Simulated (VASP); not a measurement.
Crystal: TiO2.

```
CELL_PARAMETERS angstrom
2.70603 -2.70666 0.00000
2.70603 2.70666 0.00000
-2.63353 0.00000 4.79664
ATOMIC_POSITIONS crystal
Ti 0.13411 0.86589 0.25000
Ti 0.86589 0.13411 0.75000
O 0.33122 0.08876 0.66715
O 0.66878 0.91124 0.33285
O 0.91124 0.66878 0.83285
O 0.08876 0.33122 0.16715
```

Base run:

```yaml
Program: VASP 6.6.1
Functional: BLYP
Potentials_or_basis: VASP PAW PBE potentials, release 64 (Ti_sv, O)
Cutoff: 520 eV
k_mesh: 6 × 6 × 6
Occupations: gaussian, width 0.01 eV
Spin: no spin polarisation
```

Its results: band gap on the k mesh 2.04 eV (least direct gap 2.38 eV); pressure 4.0 GPa; largest force 0.089 eV/Å.

Problem. The run is repeated on the same cell with these changes: functional from BLYP to PBEsol. What comes out?

Solution. Band gap on the k mesh 2.01 eV (least direct gap 2.35 eV); pressure -6.9 GPa; largest force 0.215 eV/Å.

PBEsol binds more tightly than BLYP, so the same cell stands under less pressure.

Caveats: the PAW data sets were made with another functional, which shifts forces and pressure a little; the cell stands under pressure (at least some runs); the cell stands under tension (at least some runs).

A k mesh can miss the band edges.
